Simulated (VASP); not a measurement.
Wanted: the native input for a VASP 6.6.1 run.

- Task: single point
- Functional: r2SCAN
- Potentials or basis: VASP PAW PBE potentials, release 64 (Bi_d, S)
- Cutoff: 520 eV
- k mesh: 5 × 5 × 5
- Occupations: fermi-dirac, width 0.05 eV
- Spin: non-collinear spin, zero start, spin-orbit coupling
- Starting moments: [[0.0, 0.0, 0.0], [0.0, 0.0, 0.0]] μB
- Dipole correction: no
- Further INCAR settings: ALGO = Normal; EDIFF = 1e-07; NBANDS = 33

BiS:

```
CELL_PARAMETERS angstrom
4.00294 0.00000 0.00000
0.00000 4.00294 0.00000
0.00000 0.00000 4.00294
ATOMIC_POSITIONS crystal
Bi 0.50000 0.50000 0.50000
S 0.00000 0.00000 0.00000
```

The input as run:

POSCAR

```
BiS
1.0
    4.0029443400      0.0000000000      0.0000000000
    0.0000000000      4.0029443400      0.0000000000
    0.0000000000      0.0000000000      4.0029443400
Bi S
1 1
Direct
    0.5000000000      0.5000000000      0.5000000000
    0.0000000000      0.0000000000      0.0000000000
```

INCAR.step1

```
PREC = Accurate ; ENCUT = 520
ISMEAR = -1 ; SIGMA = 0.05
LREAL = False ; LASPH = True
NELM = 150 ; MAGMOM = 0 0 0 0 0 0
LSORBIT = True ; GGA_COMPAT = False
NBANDS = 33 ; GGA = PE
ALGO = Normal ; EDIFF = 1E-4
LWAVE = True ; LCHARG = False
```

INCAR.step2

```
PREC = Accurate ; ENCUT = 520
EDIFF = 1E-7 ; ISMEAR = -1
SIGMA = 0.05 ; LREAL = False
LASPH = True ; NELM = 150
ALGO = Normal ; ISIF = 2
LWAVE = False ; LCHARG = False
MAGMOM = 0 0 0 0 0 0 ; LORBIT = 11
LSORBIT = True ; GGA_COMPAT = False
LORBMOM = True ; METAGGA = R2SCAN
LMIXTAU = True ; NBANDS = 33
ISTART = 1
```

KPOINTS

```
regular mesh
0
Gamma
  5 5 5
```

Potentials or basis: VASP PAW PBE potentials, release 64 (Bi_d, S).

Launch:

```sh
$ cat potpaw_PBE.64/Bi_d/POTCAR potpaw_PBE.64/S/POTCAR > POTCAR
$ cp INCAR.step1 INCAR
$ mpirun -np 1 vasp_ncl > vasp.out
$ cp INCAR.step2 INCAR
$ mpirun -np 1 vasp_ncl > vasp.out
```

Results of the run:

| Quantity | Value |
| --- | --- |
| Pressure | -10.3 GPa |
| Net moment | 0.00 μB per cell |
| Valence electrons inside the program's atomic spheres | Bi 12.44; S 3.57 |

Caveat: the PAW data sets were made with another functional, which shifts forces and pressure a little.

Wall time 3.8 min on 1 thread of Intel(R) Xeon(R) Platinum 8488C (Sapphire Rapids) (shared host), peak memory 0.33 GiB.
